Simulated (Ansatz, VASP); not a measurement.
**HRh6: VASP beside Ansatz**

```
Rh H
1.0
     5.41659    0.00000    0.00000
    -2.70829    4.69090    0.00000
     0.00000    0.00000   22.29661
Rh H
12 2
Direct
  0.33333 0.16667 0.17940
  0.33333 0.66667 0.17940
  0.83333 0.16667 0.17940
  0.83333 0.66667 0.17940
  0.16667 0.33333 0.27578
  0.16667 0.83333 0.27578
  0.66667 0.33333 0.27578
  0.66667 0.83333 0.27578
  0.00000 0.00000 0.37210
  0.00000 0.50000 0.37210
  0.50000 0.00000 0.37210
  0.50000 0.50000 0.37210
  0.21003 0.42006 0.46404
  0.28997 0.57994 0.46404
```

Alike in both runs: task single point; functional PBE; k mesh 6 × 6 × 1; occupations gaussian, width 0.1 eV; no spin polarisation.

|  | VASP | Ansatz |
| --- | --- | --- |
| version | VASP 6.6.1 | Ansatz 0.2.0 |
| potentials or method | VASP PAW PBE potentials, release 64 (Rh_pv, H), cutoff 520 eV | scalar-relativistic, plane waves, PAW |
| valence electrons in the cell | 182 | 206 |

|  | VASP | Ansatz | Ansatz less VASP |
| --- | --- | --- | --- |
| gap on the k mesh at the Fermi level (eV) | none | none | - |
| rms of the force components (eV/Å) | 0.192 | 0.198 | +0.0056 |

Atom by atom the forces differ by 0.006 eV/Å (rms over components). A gap of «none» marks a metal or a gap that the smearing closes. The functional is the same, so the differences come from potentials, cutoffs and numerics. VASP's potentials hold 182 valence electrons a cell and Ansatz's 206, so a difference there can come from the potentials and not from the codes.
